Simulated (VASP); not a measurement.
# Ta (I4/mmm) in VASP: notebook

Ta is run at these levels: PBEsol; tasks: single point.

Everything below comes from runs of VASP 6.6.1. Logs are shortened: lines on timing, memory, paths and dates and some standing lists are left out, and cuts for length are marked.

## Step 1: The cell of the first run

It takes space group I4/mmm (No. 139, tetragonal). Conventional cell: a = 3.018 Å, b = 3.018 Å, c = 3.281 Å, α = 90.00°, β = 90.00°, γ = 90.00°. Within 3.5 Å of Ta (site symmetry 4/mmm) lie 14 Ta at 2.69 to 3.28 Å.

## Step 2: Single point, PBEsol (strain -0.080 along x and y, +0.000 along z)

INCAR reads:

```
SYSTEM = Ta
PREC = Accurate
ENCUT = 520
EDIFF = 1E-7
ISMEAR = 0
SIGMA = 0.15
LREAL = .FALSE.
LASPH = .TRUE.
NELM = 60
ALGO = Fast
ISIF = 2
LWAVE = .FALSE.
LCHARG = .FALSE.
GGA = PS
NBANDS = 12
```

KPOINTS reads:

```
Automatic mesh
0
G
  26 26 26
  0 0 0
```

POSCAR reads:

```
Ta
1.0
   -1.5090389812      1.5090389812      1.6402597622
    1.5090389812     -1.5090389812      1.6402597622
    1.5090389812      1.5090389812     -1.6402597622
Ta
1
Direct
    0.0000000000      0.0000000000      0.0000000000
```

Potentials or basis: VASP PAW PBE potentials, release 64 (Ta_pv).

Command:

```bash
cat potpaw_PBE.64/Ta_pv/POTCAR > POTCAR
mpirun -np 1 vasp_std > vasp.out
```

OUTCAR:

```text
SYSTEM = Ta
   PREC = Accurate
   ENCUT = 520
   EDIFF = 1E-7
   ISMEAR = 0
   LREAL = .FALSE.
   LASPH = .TRUE.
   NELM = 60
   ISIF = 2
   GGA = PS

 ion  position               nearest neighbor table
   1  0.000  0.000  0.000-

  LATTYP: Found a body centered tetragonal cell.
 ALAT       =     3.0180779624
 C/A-ratio  =     1.0869565218

  Lattice vectors:

 A1 = (  -1.5090389812,   1.5090389812,   1.6402597622)
 A2 = (   1.5090389812,  -1.5090389812,   1.6402597622)
 A3 = (   1.5090389812,   1.5090389812,  -1.6402597622)

Analysis of symmetry for initial positions (statically):
=====================================================================
 Subroutine PRICEL returns:
 Original cell was already a primitive cell.

 Routine SETGRP: Setting up the symmetry group for a
 body centered tetragonal supercell.

 Subroutine GETGRP returns: Found 16 space group operations
 (whereof 16 operations were pure point group operations)
 out of a pool of 16 trial point group operations.

The static configuration has the point symmetry D_4h.

Analysis of symmetry for dynamics (positions and initial velocities):
=====================================================================
 Subroutine PRICEL returns:
 Original cell was already a primitive cell.

 Routine SETGRP: Setting up the symmetry group for a
 body centered tetragonal supercell.

 Subroutine GETGRP returns: Found 16 space group operations
 (whereof 16 operations were pure point group operations)
 out of a pool of 16 trial point group operations.

The dynamic configuration has the point symmetry D_4h.

 Subroutine INISYM returns: Found 16 space group operations
 (whereof 16 operations are pure point group operations),
 and found     1 'primitive' translations

----------------------------------------------------------------------------------------

                                     Primitive cell

  volume of cell :      14.9408

  direct lattice vectors                    reciprocal lattice vectors
    -1.509038981  1.509038981  1.640259762     0.000000000  0.331336703  0.304829766
     1.509038981 -1.509038981  1.640259762     0.331336703  0.000000000  0.304829766
     1.509038981  1.509038981 -1.640259762     0.331336703  0.331336703  0.000000000

  length of vectors
     2.691625788  2.691625788  2.691625788     0.450227939  0.450227939  0.468580858

  position of ions in fractional coordinates (direct lattice)
     0.000000000  0.000000000  0.000000000
[... 77 lines left out ...]
   LREAL  =      F    real-space projection
   EDIFFG = 0.1E-05   stopping-criterion for IOM
   NSW    =      0    number of steps for IOM
   IBRION =     -1    ionic relax: 0-MD 1-quasi-New 2-CG
   NFREE  =      0    steps in history (QN), initial steepest desc. (CG)
   ISIF   =      2    stress and relaxation
   ISYM   =      2    0-nonsym 1-usesym 2-fastsym
   POTIM  = 0.5000    time-step for ionic-motion
   TEBEG  =    0.0;   TEEND  =   0.0 temperature during run
   PSTRESS=    0.0 pullay stress
   NELECT =      11.0000    total number of electrons
   NUPDOWN=      -1.0000    fix difference up-down
   EMIN   =  10.00;   EMAX   =-10.00  energy-range for DOS
   EFERMI =   0.00;   METHOD = LEGACY
   ISMEAR =     0;   SIGMA  =   0.15  broadening in eV -4-tet -1-fermi 0-gaus
   EFERMI_NEDOS =   21; number of points for ismear=-14 and -15
   IALGO  =     68    algorithm
   IMIX   =      4    mixing-type and parameters
     AMIX     =   0.40;   BMIX     =  1.00
     AMIX_MAG =   1.60;   BMIX_MAG =  1.00
  volume/ion in A,a.u.               =      14.94       100.83
  Fermi-wavevector in a.u.,A,eV,Ry     =   1.478250  2.793487 29.731764  2.185223
  Thomas-Fermi vector in A             =   2.592554
   LORBIT       =      0    0 simple, 1 ext, 2 COOP (PROOUT), +10 PAW based schemes
   GGA     = PS    functional components
   LHFCALC =     F    Hartree Fock is set to
   AEXX    =    0.0000 exact exchange contribution
   IVDW    =     0    specifies the selected vdW correction
   LEPSILON=     F    determine dielectric tensor
   LRPA    =     F    only Hartree local field effects (RPA)
 non-spin polarized calculation
 RMM-DIIS sequential band-by-band and
 Gauss-broadening in eV      SIGMA  =   0.15
  energy-cutoff  :      520.00
  volume of cell :       14.94
 maximum number of plane-waves:       418
   NGX =  9   NGY =  9   NGZ =  9

 number of electron      11.0000003 magnetization

 Free energy of the ion-electron system (eV)
  ---------------------------------------------------
  ext. energy  EPLUGINS =         0.00000000
  ---------------------------------------------------
  free energy    TOTEN  =       -12.15427255 eV

  energy without entropy =      -12.14149037  energy(sigma->0) =      -12.14788146

 E-fermi :   6.9817     XC(G=0): -13.7149

 val. band max:        6.9799533884   @ k =  -0.1923   0.3462   0.1154
 cond. band min:       6.9821995563   @ k =  -0.1923  -0.3077   0.1154
 fundamental gap:      0.0022461679
 Fermi energy:         6.9817295582

 k-point     1 :       0.0000    0.0000    0.0000
  band No.  band energies     occupation
      1     -25.3293      2.00000
      2     -25.3192      2.00000
      3     -25.3192      2.00000
      4      -1.6575      2.00000
      5       7.2733      0.00598
      6       7.2733      0.00598
      7       8.5202      0.00000
      8      10.6192      0.00000
      9      12.3739      0.00000
     10      21.8673      0.00000
     11      23.5271      0.00000
     12      23.5271      0.00000
[... 331 lines left out ...]
 k-point    24 :       0.3846    0.0385   -0.0000
  band No.  band energies     occupation
      1     -27.2848      2.00000
      2     -25.8831      2.00000
      3     -25.3426      2.00000
      4       1.7742      2.00000
      5       5.4150      2.00000
      6       8.1889      0.00000
      7      10.7544      0.00000
      8      12.6941      0.00000
      9      15.2425      0.00000
     10      20.4893      0.00000
     11      22.1643      0.00000
     12      23.0692      0.00000

 [... further k-points ...]
[... 5 lines left out ...]
  --------------------------------------------------------------------------------------
  -------------------------------------------------------------------------------------
  Total        5.0677647      5.0677647      3.5825053      0.0000000      0.0000000      0.0000000
  in kB      543.4423567    543.4423567    384.1703914      0.0000000      0.0000000      0.0000000
  external PRESSURE =     490.3517016 kB  Pullay stress =       0.0000000 kB

 VOLUME and BASIS-vectors are now :
 -----------------------------------------------------------------------------
  energy-cutoff  :      520.00
  volume of cell :       14.94
      direct lattice vectors                 reciprocal lattice vectors
    -1.509038981  1.509038981  1.640259762     0.000000000  0.331336703  0.304829766
     1.509038981 -1.509038981  1.640259762     0.331336703  0.000000000  0.304829766
     1.509038981  1.509038981 -1.640259762     0.331336703  0.331336703  0.000000000

 POSITION                                       TOTAL-FORCE (eV/Angst)
 -----------------------------------------------------------------------------------
      0.00000      0.00000      0.00000         0.000000      0.000000      0.000000
 -----------------------------------------------------------------------------------
    total drift:                                0.000000      0.000000      0.000000

  FREE ENERGIE OF THE ION-ELECTRON SYSTEM (eV)
  ---------------------------------------------------
  free  energy   TOTEN  =       -12.1542725482 eV

  energy  without entropy=      -12.1414903731  energy(sigma->0) =      -12.14788146
```

OSZICAR:

```text
N       E                     dE             d eps       ncg     rms          rms(c)
DAV:   1     0.608753990115E+02    0.60875E+02   -0.61356E+03 32132   0.905E+02
DAV:   2    -0.116084577938E+02   -0.72484E+02   -0.70545E+02 35480   0.252E+02
DAV:   3    -0.125406548486E+02   -0.93220E+00   -0.92494E+00 37784   0.269E+01
DAV:   4    -0.125424768808E+02   -0.18220E-02   -0.18219E-02 34572   0.132E+00
DAV:   5    -0.125424810086E+02   -0.41277E-05   -0.41271E-05 36872   0.595E-02    0.192E+01
RMM:   6    -0.122577771395E+02    0.28470E+00   -0.16333E-01 33875   0.342E+00    0.100E+01
RMM:   7    -0.121552688030E+02    0.10251E+00   -0.19507E-01 36429   0.366E+00    0.372E-01
RMM:   8    -0.121542380600E+02    0.10307E-02   -0.75942E-03 39240   0.904E-01    0.250E-01
RMM:   9    -0.121542887765E+02   -0.50717E-04   -0.65910E-04 40531   0.278E-01    0.395E-02
RMM:  10    -0.121542768909E+02    0.11886E-04   -0.78861E-05 40436   0.992E-02    0.861E-03
RMM:  11    -0.121542724431E+02    0.44477E-05   -0.13821E-05 41795   0.421E-02    0.591E-03
RMM:  12    -0.121542724716E+02   -0.28437E-07   -0.22272E-06 38060   0.164E-02    0.181E-03
RMM:  13    -0.121542725482E+02   -0.76586E-07   -0.42111E-07 34155   0.733E-03
   1 F= -.12154273E+02 E0= -.12147881E+02  d E =-.127822E-01
```

stdout:

```text
POSCAR found type information on POSCAR Ta
 POSCAR found :  1 types and       1 ions
 scaLAPACK will be used
 -----------------------------------------------------------------------------
|                                                                             |
|                                                                             |
|     You enforced a specific xc type in the INCAR file but a different       |
[... 18 lines left out ...]
WARNING in EDDRMM: call to ZHEGV failed, returncode =   6  3     12
WARNING in EDDRMM: call to ZHEGV failed, returncode =   8  4     12
WARNING in EDDRMM: call to ZHEGV failed, returncode =   6  3     11
WARNING in EDDRMM: call to ZHEGV failed, returncode =   6  3     11
WARNING in EDDRMM: call to ZHEGV failed, returncode =   8  4     10
WARNING in EDDRMM: call to ZHEGV failed, returncode =   8  4     12
WARNING in EDDRMM: call to ZHEGV failed, returncode =   8  4     10
```

Run time: 2.4 min. Hardware: 1 thread of Intel Xeon Platinum 8375C at 2.90GHz (Ice Lake), shared host; peak memory 0.32 GiB.

What came out:

```
Free energy            : -12.1543 eV
Pressure               : 49.0 GPa
Band gap on the k mesh : zero (an odd number of electrons rules out a gap without spin polarisation)
```

Stress tensor (GPa, compression positive):
```
54.34  0.00  0.00
 0.00 54.34  0.00
 0.00  0.00 38.42
```

Caveat: the cell differs from its parent crystal (strain -0.080 along x and y, +0.000 along z); the cell stands under pressure; the PAW data sets were made with another functional, which shifts forces and pressure a little; spin-orbit coupling is left out, which moves the levels of the heavy elements.

## Step 3: Single point, PBEsol (strain -0.080 along x and y, +0.040 along z)

INCAR reads:

```
PREC = Accurate
ENCUT = 520
EDIFF = 1E-6
ISMEAR = 0
SIGMA = 0.15
LREAL = F
LASPH = T
NELM = 80
ALGO = Fast
ISIF = 2
LWAVE = F
LCHARG = T
GGA = PS
LELF = T
LVHAR = T
NBANDS = 12
```

KPOINTS reads:

```
Automatic mesh
0
Gamma
  26 26 26
```

POSCAR reads:

```
Ta
1.0
   -1.5090389812      1.5090389812      1.7058701527
    1.5090389812     -1.5090389812      1.7058701527
    1.5090389812      1.5090389812     -1.7058701527
Ta
1
Direct
    0.0000000000      0.0000000000      0.0000000000
```

Potentials or basis: VASP PAW PBE potentials, release 64 (Ta_pv).

Command:

```bash
cat potpaw_PBE.64/Ta_pv/POTCAR > POTCAR
mpirun -np 1 vasp_std > vasp.out
```

Run time: 2.3 min. Hardware: 1 thread of Intel Xeon Platinum 8375C at 2.90GHz (Ice Lake), shared host; peak memory 0.33 GiB.

It converged, with:

* Free energy: -12.2680 eV
* Pressure: 36.2 GPa
* Band gap on the k mesh: zero (an odd number of electrons rules out a gap without spin polarisation)

Stress tensor (GPa, compression positive):
```
42.80  0.00  0.00
 0.00 42.80  0.00
 0.00  0.00 23.09
```

Levels at points of the mesh, in eV from the Fermi level:
| k point | band 2 | band 3 | band 4 | band 5 | band 6 | band 7 | band 8 | band 9 |
| --- | --- | --- | --- | --- | --- | --- | --- | --- |
| (0.00, 0.00, 0.00) | -32.50 | -32.50 | -8.55 | 0.21 | 0.21 | 1.91 | 3.07 | 5.39 |
| (0.50, 0.00, 0.00) | -33.01 | -32.53 | -5.17 | -1.42 | 2.07 | 2.88 | 6.08 | 8.88 |
| (0.50, 0.50, 0.00) | -33.21 | -32.69 | -5.24 | -3.20 | 3.11 | 6.06 | 6.58 | 9.48 |
| (0.50, 0.50, 0.50) | -33.61 | -33.61 | -5.09 | -4.62 | 7.70 | 8.00 | 8.28 | 8.28 |

Caveat: the cell differs from its parent crystal (strain -0.080 along x and y, +0.040 along z); the cell stands under pressure; the PAW data sets were made with another functional, which shifts forces and pressure a little; spin-orbit coupling is left out, which moves the levels of the heavy elements.

## Step 4: Single point, PBEsol (strain -0.080 along x and y, +0.080 along z)

INCAR reads:

```
SYSTEM = Ta
PREC = Accurate
ENCUT = 520
EDIFF = 1E-7
ISMEAR = 0
SIGMA = 0.15
LREAL = .FALSE.
LASPH = .TRUE.
NELM = 100
ALGO = Fast
ISIF = 2
LWAVE = .FALSE.
LCHARG = .FALSE.
GGA = PS
NBANDS = 12
```

KPOINTS reads:

```
regular mesh
0
G
  26 26 26
  0 0 0
```

POSCAR reads:

```
Ta
1.0
   -1.5090389812      1.5090389812      1.7714805432
    1.5090389812     -1.5090389812      1.7714805432
    1.5090389812      1.5090389812     -1.7714805432
Ta
1
Direct
    0.0000000000      0.0000000000      0.0000000000
```

Command:

```bash
cat potpaw_PBE.64/Ta_pv/POTCAR > POTCAR
mpirun -np 1 vasp_std > vasp.out
```

Run time: 2.5 min. Hardware: 1 thread of Intel Xeon Platinum 8375C at 2.90GHz (Ice Lake), shared host; peak memory 0.36 GiB.

Results (log left out):

| Item | Value |
| --- | --- |
| Free energy | -12.3313 eV |
| Pressure | 25.4 GPa |
| Band gap on the k mesh | zero (an odd number of electrons rules out a gap without spin polarisation) |

Stress tensor (GPa, compression positive):
```
32.55  0.00  0.00
 0.00 32.55  0.00
 0.00  0.00 11.24
```

Levels at points of the mesh, in eV from the Fermi level:
| k point | band 2 | band 3 | band 4 | band 5 | band 6 | band 7 | band 8 | band 9 |
| --- | --- | --- | --- | --- | --- | --- | --- | --- |
| (0.00, 0.00, 0.00) | -32.72 | -32.72 | -8.49 | 0.15 | 0.15 | 2.21 | 2.54 | 5.25 |
| (0.50, 0.00, 0.00) | -33.14 | -32.76 | -5.04 | -1.12 | 1.72 | 2.25 | 6.02 | 8.24 |
| (0.50, 0.50, 0.00) | -33.37 | -32.94 | -5.09 | -3.31 | 3.00 | 6.16 | 6.54 | 8.97 |
| (0.50, 0.50, 0.50) | -33.65 | -33.65 | -4.93 | -4.34 | 6.94 | 7.24 | 7.93 | 7.93 |

Caveat: the cell differs from its parent crystal (strain -0.080 along x and y, +0.080 along z); the cell stands under pressure; the PAW data sets were made with another functional, which shifts forces and pressure a little; spin-orbit coupling is left out, which moves the levels of the heavy elements.

## Step 5: Overview

```csv
cell,further INCAR settings,gap on the mesh (eV),pressure (GPa)
"a = 2.692 Å, angles 111.8, 111.8, 104.9°, 1 atom",ALGO = Fast; EDIFF = 1e-07; NBANDS = 12,none,49.0
"a = 2.732 Å, angles 112.9, 112.9, 102.7°, 1 atom",ALGO = Fast; EDIFF = 1e-06; NBANDS = 12,none,36.2
"a = 2.774 Å, angles 114.1, 114.1, 100.6°, 1 atom",ALGO = Fast; EDIFF = 1e-07; NBANDS = 12,none,25.4
```

Alike in all rows: task single point; level PBEsol; potentials or basis VASP PAW PBE potentials, release 64 (Ta_pv); no spin polarisation; k mesh 26 × 26 × 26; cutoff (eV) 520; smearing gaussian 0.15 eV.

Caveats: the cell stands under pressure; the PAW data sets were made with another functional, which shifts forces and pressure a little; spin-orbit coupling is left out, which moves the levels of the heavy elements.

Total energies depend on the potentials used, so only differences within one code and one set of settings carry meaning.
